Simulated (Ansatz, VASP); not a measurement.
One calculation of NaCl, two programs

```xyz
2
Lattice="2.8010 2.8010 0.0000 -2.8010 2.8010 0.0000 0.0000 2.8010 2.8010" Properties=species:S:1:pos:R:3 pbc="T T T"
Na    0.0000    0.0000    0.0000
Cl    0.0000    2.8010    0.0000
```

Change from the starting cell: unstrained.

Alike in both runs: task single point; functional PBEsol; k mesh 8 × 8 × 8; no spin polarisation.

|  | VASP | Ansatz |
| --- | --- | --- |
| version | VASP 6.6.1 | Ansatz 0.2.0 |
| potentials or method | VASP PAW PBE potentials, release 64 (Na_pv, Cl), cutoff 520 eV | all-electron LAPW, scalar-relativistic |
| occupations | gaussian, width 0.01 eV | fixed |

```tsv
	VASP	Ansatz	Ansatz less VASP
gap on the k mesh at the Fermi level (eV)	5.01	5.01	+0.004
pressure (GPa)	0.0	0.0	-0.02
```

VASP's potentials were made for PBE, not for PBEsol. Ansatz ran all-electron here, and VASP with PAW potentials.
